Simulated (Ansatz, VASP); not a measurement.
Two plane-wave programs on B2P5

INCAR

```
SYSTEM = B2P5
  PREC = Accurate
  ENCUT = 600
  EDIFF = 1E-7
  ISMEAR = 0
  SIGMA = 0.2
  LREAL = .FALSE.
  LASPH = .TRUE.
  NELM = 80
  ALGO = Normal
  ISIF = 3
  LWAVE = .FALSE.
  LCHARG = .FALSE.
  GGA = PE
  IBRION = 2
  NSW = 36
  EDIFFG = -0.08
```

KPOINTS

```
Automatic mesh
0
G
  6 6 1
  0 0 0
```

POSCAR

```
B2P5
1.0
    3.2500000000      0.0000000000      0.0000000000
   -1.6250000000      2.8145825600      0.0000000000
    0.0000000000      0.0000000000     23.4000000000
B P
4 10
Direct
    0.0000000000      0.0000000000      0.1860000000
    0.3333333300      0.6666666700      0.4060000000
    0.0000000000      0.0000000000      0.8140000000
    0.6666666700      0.3333333300      0.5940000000
    0.0000000000      0.0000000000      0.2700000000
    0.6666666700      0.3333333300      0.1580000000
    0.6666666700      0.3333333300      0.4330000000
    0.3333333300      0.6666666700      0.3210000000
    0.0000000000      0.0000000000      0.7300000000
    0.3333333300      0.6666666700      0.8420000000
    0.3333333300      0.6666666700      0.5670000000
    0.6666666700      0.3333333300      0.6790000000
    0.3333333300      0.6666666700      0.0260000000
    0.6666666700      0.3333333300      0.9740000000
```

Input for Ansatz:

```yaml
crystal:
  lattice:
    - [3.25, 0.0, 0.0]
    - [-1.625, 2.81458256, 0.0]
    - [0.0, 0.0, 23.4]
  atoms:
    - { symbol: B, position: [0.0, 0.0, 0.186] }
    - { symbol: B, position: [0.33333333, 0.66666667, 0.406] }
    - { symbol: B, position: [0.0, 0.0, 0.814] }
    - { symbol: B, position: [0.66666667, 0.33333333, 0.594] }
    - { symbol: P, position: [0.0, 0.0, 0.27] }
    - { symbol: P, position: [0.66666667, 0.33333333, 0.158] }
    - { symbol: P, position: [0.66666667, 0.33333333, 0.433] }
    - { symbol: P, position: [0.33333333, 0.66666667, 0.321] }
    - { symbol: P, position: [0.0, 0.0, 0.73] }
    - { symbol: P, position: [0.33333333, 0.66666667, 0.842] }
    - { symbol: P, position: [0.33333333, 0.66666667, 0.567] }
    - { symbol: P, position: [0.66666667, 0.33333333, 0.679] }
    - { symbol: P, position: [0.33333333, 0.66666667, 0.026] }
    - { symbol: P, position: [0.66666667, 0.33333333, 0.974] }
basis:
  ecutwfc: 420
kpoints:
  mp_grid: { grid: [6, 6, 1] }
hamiltonian:
  xc: pbe
scf:
  occupations: { method: gaussian, width: 0.2 }
  lower_state_search: "off"
output:
  forces: true
  stress: true
  eigenvalues: true
relax:
  adjacent_minimum: "off"
  f_tol: 0.08
  max_steps: 16
  cell: { stress_tol: 0.8 }
```

Alike in both runs: task relaxation of cell and atoms; functional PBE; k mesh 6 × 6 × 1; occupations gaussian, width 0.2 eV; no spin polarisation.

|  | VASP | Ansatz |
| --- | --- | --- |
| version | VASP 6.6.1 | Ansatz 0.2.0 |
| potentials or method | VASP PAW PBE potentials, release 64 (B, P), cutoff 600 eV | scalar-relativistic, plane waves, PAW |
| valence electrons in the cell | 62 | 62 |

|  | VASP | Ansatz | Ansatz less VASP |
| --- | --- | --- | --- |
| gap on the k mesh at the Fermi level, each at its own relaxed structure (eV) | none | none | - |
| relaxed volume (Å³/atom) | 15.30 | 15.29 | -0.018 |
| relaxed cell length with the largest relative difference (Å) | 22.827 | 22.768 | -0.0587 |

A gap of «none» marks a metal or a gap that the smearing closes.

The k mesh is coarse, so the values compare programs but aren't converged.
